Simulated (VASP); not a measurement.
Here is a VASP 6.6.1 calculation.

Contents of INCAR:

```
PREC     = Accurate       # precision mode
ENCUT    = 600            # plane-wave cutoff, eV
EDIFF    = 1E-6           # SCF threshold, eV
ISMEAR   = 0              # smearing method
SIGMA    = 0.1            # smearing width, eV
LREAL    = F              # projectors in reciprocal space
LASPH    = T              # aspherical terms in the spheres
NELM     = 200            # most SCF steps
ALGO     = Normal         # electronic algorithm
ISIF     = 2              # what is computed and relaxed
LWAVE    = F              # write WAVECAR
LCHARG   = F              # write CHGCAR
ISPIN    = 2              # spin polarisation
MAGMOM   = 1.62 1.95      # initial moments
LORBIT   = 11             # projections on sites
NUPDOWN  = 5.0            # fixed moment
LMAXMIX  = 4              # l up to which the mixer works
LDAU     = T              # DFT+U
LDAUTYPE = 2            
LDAUL    = 2 -1           # shell
LDAUU    = 5.1 0          # U, eV
LDAUJ    = 0 0          
LDAUPRINT= 1            
GGA      = PE             # functional
NBANDS   = 20             # bands
ISYM     = 0            
GGA_COMPAT= F
```

KPOINTS

```
Automatic mesh
0
Gamma
  2 2 2
  0 0 0.5
```

POSCAR

```
ZrN
1.0
    0.0000000000      2.2942655869      2.2942655869
    2.2942655869      0.0000000000      2.2942655869
    2.2942655869      2.2942655869      0.0000000000
Zr N
1 1
Direct
    0.5000000000      0.5000000000      0.5000000000
    0.0000000000      0.0000000000      0.0000000000
```

Potentials or basis: VASP PAW PBE potentials, release 64 (Zr_sv, N).

Launch:

```bash
$ cat potpaw_PBE.64/Zr_sv/POTCAR potpaw_PBE.64/N/POTCAR > POTCAR
$ mpirun -np 1 vasp_std > vasp.out
```

**Question.** Estimate the pressure.

**Answer.** 98.0 GPa.

Eigenvalues of the final occupation matrices:
| site | spin | trace | eigenvalues |
| --- | --- | --- | --- |
| site 1 d | 1 | 2.37 | 0.10 0.10 0.73 0.73 0.73 |
| site 1 d | 2 | 0.08 | 0.02 0.02 0.02 0.02 0.02 |

Caveat: the k points lie up to 1.19 Å⁻¹ apart; the moment is held away from its start; the total moment is fixed, so each spin has its own Fermi level. The state reached can hang on the start; a lower one may exist.
